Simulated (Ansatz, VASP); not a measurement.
# Se in VASP and in Ansatz

```xyz
1
Lattice="-1.6196 1.6196 1.6196 1.6196 -1.6196 1.6196 1.6196 1.6196 -1.6196" Properties=species:S:1:pos:R:3 pbc="T T T"
Se    0.0000    0.0000    0.0000
```

Alike in both runs: task single point; functional r2SCAN; k mesh 20 × 20 × 20; occupations gaussian, width 0.05 eV; no spin polarisation.

|  | VASP | Ansatz |
| --- | --- | --- |
| version | VASP 6.6.1 | Ansatz 0.2.0 |
| potentials or method | VASP PAW PBE potentials, release 64 (Se), cutoff 520 eV | scalar-relativistic, plane waves, PAW |
| valence electrons in the cell | 6 | 16 |

Ansatz gave:

- gap on the k mesh at the Fermi level (eV): none
- pressure (GPa): 20.2

Task: Which values does VASP return?

Result: gap on the k mesh at the Fermi level (eV): none; pressure (GPa): 20.1.

VASP's potentials were made for PBE, not for r2SCAN. A gap of «none» marks a metal or a gap that the smearing closes. VASP's potentials hold 6 valence electrons a cell and Ansatz's 16, so a difference there can come from the potentials and not from the codes.
